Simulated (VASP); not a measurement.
# CaO (Fm-3m) in VASP: further runs

CaO is run at these levels: b88 exchange, pbe correlation; tasks: single point.

All numbers are computed with VASP 6.6.1; they aren't measurements. Logs are shortened: lines on timing, memory, paths and dates and some standing lists are left out, and cuts for length are marked.

**1. The cell of the first run**

It takes space group Fm-3m (No. 225, cubic). The conventional cell has a = 4.807 Å, b = 4.807 Å, c = 4.807 Å, α = 90.00°, β = 90.00°, γ = 90.00°. Within 3.2 Å of Ca (site symmetry m-3m) lie 6 O at 2.40 Å. O (site symmetry m-3m) has 6 Ca at 2.40 Å within 3.2 Å.

**2. Single point, b88 exchange, pbe correlation**

INCAR

```
ALGO     = Normal         # electronic algorithm
EDIFF    = 1E-6           # SCF threshold, eV
ENCUT    = 600            # plane-wave cutoff, eV
GGA      = LIBXC          # functional
GGA_COMPAT= False        
ISIF     = 2              # what is computed and relaxed
ISMEAR   = -1             # smearing method
LASPH    = True           # aspherical terms in the spheres
LCHARG   = False          # write CHGCAR
LIBXC1   = GGA_X_B88    
LIBXC2   = GGA_C_PBE    
LREAL    = False          # projectors in reciprocal space
LWAVE    = False          # write WAVECAR
NBANDS   = 15             # bands
NELM     = 120            # most SCF steps
PREC     = Accurate       # precision mode
SIGMA    = 0.05           # smearing width, eV
```

KPOINTS

```
k-points
0
Gamma
  10 10 10
```

POSCAR

```
CaO
1.0
    0.0000000000      2.4035556960      2.4035556960
    2.4035556960      0.0000000000      2.4035556960
    2.4035556960      2.4035556960      0.0000000000
Ca O
1 1
Direct
    0.0000000000      0.0000000000      0.0000000000
    0.5000000000      0.5000000000      0.5000000000
```

Potentials or basis: VASP PAW PBE potentials, release 64 (Ca_sv, O).

Started as:

```bash
$ cat potpaw_PBE.64/Ca_sv/POTCAR potpaw_PBE.64/O/POTCAR > POTCAR
$ mpirun -np 1 vasp_std > vasp.out
```

OUTCAR:

```text
EDIFF = 1E-6
   ENCUT = 600
   GGA = LIBXC
   ISIF = 2
   ISMEAR = -1
   LASPH = True
   LREAL = False
   NELM = 120
   PREC = Accurate

 ion  position               nearest neighbor table
   1  0.000  0.000  0.000-   2 2.40   2 2.40   2 2.40   2 2.40   2 2.40   2 2.40
   2  0.500  0.500  0.500-   1 2.40   1 2.40   1 2.40   1 2.40   1 2.40   1 2.40

  LATTYP: Found a face centered cubic cell.
 ALAT       =     4.8071113920

  Lattice vectors:

 A1 = (   0.0000000000,   2.4035556960,   2.4035556960)
 A2 = (   2.4035556960,   0.0000000000,   2.4035556960)
 A3 = (   2.4035556960,   2.4035556960,   0.0000000000)

Analysis of symmetry for initial positions (statically):
=====================================================================
 Subroutine PRICEL returns:
 Original cell was already a primitive cell.

 Routine SETGRP: Setting up the symmetry group for a
 face centered cubic supercell.

 Subroutine GETGRP returns: Found 48 space group operations
 (whereof 48 operations were pure point group operations)
 out of a pool of 48 trial point group operations.

The static configuration has the point symmetry O_h .

Analysis of symmetry for dynamics (positions and initial velocities):
=====================================================================
 Subroutine PRICEL returns:
 Original cell was already a primitive cell.

 Routine SETGRP: Setting up the symmetry group for a
 face centered cubic supercell.

 Subroutine GETGRP returns: Found 48 space group operations
 (whereof 48 operations were pure point group operations)
 out of a pool of 48 trial point group operations.

The dynamic configuration has the point symmetry O_h .

 Subroutine INISYM returns: Found 48 space group operations
 (whereof 48 operations are pure point group operations),
 and found     1 'primitive' translations

----------------------------------------------------------------------------------------

                                     Primitive cell

  volume of cell :      27.7711

  direct lattice vectors                    reciprocal lattice vectors
     0.000000000  2.403555696  2.403555696    -0.208025136  0.208025136  0.208025136
     2.403555696  0.000000000  2.403555696     0.208025136 -0.208025136  0.208025136
     2.403555696  2.403555696  0.000000000     0.208025136  0.208025136 -0.208025136

  length of vectors
     3.399141063  3.399141063  3.399141063     0.360310104  0.360310104  0.360310104

  position of ions in fractional coordinates (direct lattice)
     0.000000000  0.000000000  0.000000000
[... 83 lines left out ...]
   NFREE  =      0    steps in history (QN), initial steepest desc. (CG)
   ISIF   =      2    stress and relaxation
   ISYM   =      2    0-nonsym 1-usesym 2-fastsym
   POTIM  = 0.5000    time-step for ionic-motion
   TEBEG  =    0.0;   TEEND  =   0.0 temperature during run
   PSTRESS=    0.0 pullay stress
   NELECT =      16.0000    total number of electrons
   NUPDOWN=      -1.0000    fix difference up-down
   EMIN   =  10.00;   EMAX   =-10.00  energy-range for DOS
   EFERMI =   0.00;   METHOD = LEGACY
   ISMEAR =    -1;   SIGMA  =   0.05  broadening in eV -4-tet -1-fermi 0-gaus
   EFERMI_NEDOS =   21; number of points for ismear=-14 and -15
   IALGO  =     38    algorithm
   IMIX   =      4    mixing-type and parameters
     AMIX     =   0.40;   BMIX     =  1.00
     AMIX_MAG =   1.60;   BMIX_MAG =  1.00
  volume/ion in A,a.u.               =      13.89        93.70
  Fermi-wavevector in a.u.,A,eV,Ry     =   1.362231  2.574243 25.247954  1.855672
  Thomas-Fermi vector in A             =   2.488738
   LORBIT       =      0    0 simple, 1 ext, 2 COOP (PROOUT), +10 PAW based schemes
   GGA     = LIBXC    functional components
   LHFCALC =     F    Hartree Fock is set to
   AEXX    =    0.0000 exact exchange contribution
   IVDW    =     0    specifies the selected vdW correction
   LEPSILON=     F    determine dielectric tensor
   LRPA    =     F    only Hartree local field effects (RPA)
 non-spin polarized calculation
  energy-cutoff  :      600.00
  volume of cell :       27.77
 maximum number of plane-waves:       941
   NGX = 13   NGY = 13   NGZ = 13

 number of electron      15.9999997 magnetization

 Free energy of the ion-electron system (eV)
  ---------------------------------------------------
  ext. energy  EPLUGINS =         0.00000000
  ---------------------------------------------------
  free energy    TOTEN  =       -12.57943018 eV

  energy without entropy =      -12.57943018  energy(sigma->0) =      -12.57943018

 E-fermi :   3.3613     XC(G=0): -10.4900

 val. band max:        2.2982359825   @ k =   0.0000   0.0000   0.0000
 cond. band min:       5.9631756875   @ k =   0.5000   0.5000   0.0000
 fundamental gap:      3.6649397050
 Fermi energy:         3.3612838622

 k-point     1 :       0.0000    0.0000    0.0000
  band No.  band energies     occupation
      1     -35.3450      2.00000
      2     -16.1198      2.00000
      3     -16.1198      2.00000
      4     -16.1198      2.00000
      5     -13.2278      2.00000
      6       2.2982      2.00000
      7       2.2982      2.00000
      8       2.2982      2.00000
      9       7.0430      0.00000
     10       8.5394      0.00000
     11       8.5394      0.00000
     12       8.5394      0.00000
     13      10.0233      0.00000
     14      10.0233      0.00000
[... 401 lines left out ...]
      2     -16.7586      2.00000
      3     -16.3175      2.00000
      4     -16.2906      2.00000
      5     -12.7115      2.00000
      6       0.6257      2.00000
      7       1.7458      2.00000
      8       1.8451      2.00000
      9       6.6302      0.00000
     10       9.9550      0.00000
     11      11.0675      0.00000
     12      11.1631      0.00000
     13      11.2985      0.00000
     14      13.1119      0.00000
     15      17.8917      0.00000

 [... further k-points ...]
[... 5 lines left out ...]
  --------------------------------------------------------------------------------------
  -------------------------------------------------------------------------------------
  Total        0.3353504      0.3353504      0.3353504      0.0000000      0.0000000     -0.0000000
  in kB       19.3471424     19.3471424     19.3471424      0.0000000      0.0000000     -0.0000000
  external PRESSURE =      19.3471424 kB  Pullay stress =       0.0000000 kB

 VOLUME and BASIS-vectors are now :
 -----------------------------------------------------------------------------
  energy-cutoff  :      600.00
  volume of cell :       27.77
      direct lattice vectors                 reciprocal lattice vectors
     0.000000000  2.403555696  2.403555696    -0.208025136  0.208025136  0.208025136
     2.403555696  0.000000000  2.403555696     0.208025136 -0.208025136  0.208025136
     2.403555696  2.403555696  0.000000000     0.208025136  0.208025136 -0.208025136

 POSITION                                       TOTAL-FORCE (eV/Angst)
 -----------------------------------------------------------------------------------
      0.00000      0.00000      0.00000        -0.000000     -0.000000      0.000000
      2.40356      2.40356      2.40356         0.000000      0.000000     -0.000000
 -----------------------------------------------------------------------------------
    total drift:                                0.000000      0.000000      0.000000

  FREE ENERGIE OF THE ION-ELECTRON SYSTEM (eV)
  ---------------------------------------------------
  free  energy   TOTEN  =       -12.5794301809 eV

  energy  without entropy=      -12.5794301809  energy(sigma->0) =      -12.57943018
```

OSZICAR:

```text
N       E                     dE             d eps       ncg     rms          rms(c)
DAV:   1     0.130883415018E+03    0.13088E+03   -0.90944E+03  1410   0.122E+03
DAV:   2    -0.869394434228E+01   -0.13958E+03   -0.13088E+03  1767   0.303E+02
DAV:   3    -0.141715664331E+02   -0.54776E+01   -0.54476E+01  1606   0.623E+01
DAV:   4    -0.143184322556E+02   -0.14687E+00   -0.14676E+00  2067   0.930E+00
DAV:   5    -0.143206413128E+02   -0.22091E-02   -0.22090E-02  1607   0.101E+00    0.861E+00
DAV:   6    -0.126552326167E+02    0.16654E+01   -0.51755E+00  1600   0.222E+01    0.358E+00
DAV:   7    -0.125831094606E+02    0.72123E-01   -0.40905E-01  1557   0.667E+00    0.179E+00
DAV:   8    -0.125806113117E+02    0.24981E-02   -0.77250E-02  1823   0.304E+00    0.441E-01
DAV:   9    -0.125788525092E+02    0.17588E-02   -0.48478E-03  1473   0.587E-01    0.111E-01
DAV:  10    -0.125794576902E+02   -0.60518E-03   -0.64873E-04  1711   0.245E-01    0.426E-02
DAV:  11    -0.125794305755E+02    0.27115E-04   -0.61856E-05  1734   0.908E-02    0.784E-03
DAV:  12    -0.125794301809E+02    0.39456E-06   -0.77019E-06  1634   0.261E-02
   1 F= -.12579430E+02 E0= -.12579430E+02  d E =-.969938E-11
```

stdout:

```text
POSCAR found type information on POSCAR CaO
 POSCAR found :  2 types and       2 ions
 scaLAPACK will be used
 -----------------------------------------------------------------------------
|                                                                             |
|                                                                             |
|     You enforced a specific xc type in the INCAR file but a different       |
|     I HOPE YOU KNOW WHAT YOU ARE DOING!                                     |
|                                                                             |
 -----------------------------------------------------------------------------

 LDA part: xc-table for (None,None), standard interpolation
 POSCAR, INCAR and KPOINTS ok, starting setup
 FFT: planning ... GRIDC
 FFT: planning ... GRID_SOFT
 FFT: planning ... GRID
 WAVECAR not read
 entering main loop
```

It took 22 s on 1 thread of Intel Xeon Platinum 8488C (Sapphire Rapids), shared host; peak memory 0.17 GiB.

What came out:

```yaml
Free_energy: -12.5794 eV
Pressure: 1.9 GPa
Band_gap_on_the_k_mesh: 3.67 eV (least direct gap 4.04 eV)
```

Levels at points of the mesh, in eV from the valence-band top:
```tsv
k point	band 6	band 7	band 8	band 9	band 10	band 11
(0.00, 0.00, 0.00)	0.00	0.00	0.00	4.74	6.24	6.24
(0.50, 0.00, 0.00)	-2.63	-1.20	-1.20	7.06	8.36	8.36
(0.50, 0.50, 0.00)	-1.30	-0.37	-0.37	3.66	8.04	8.88
```

Caveat: the PAW data sets were made with another functional, which shifts forces and pressure a little.

(Continued in part 2 of 2.)
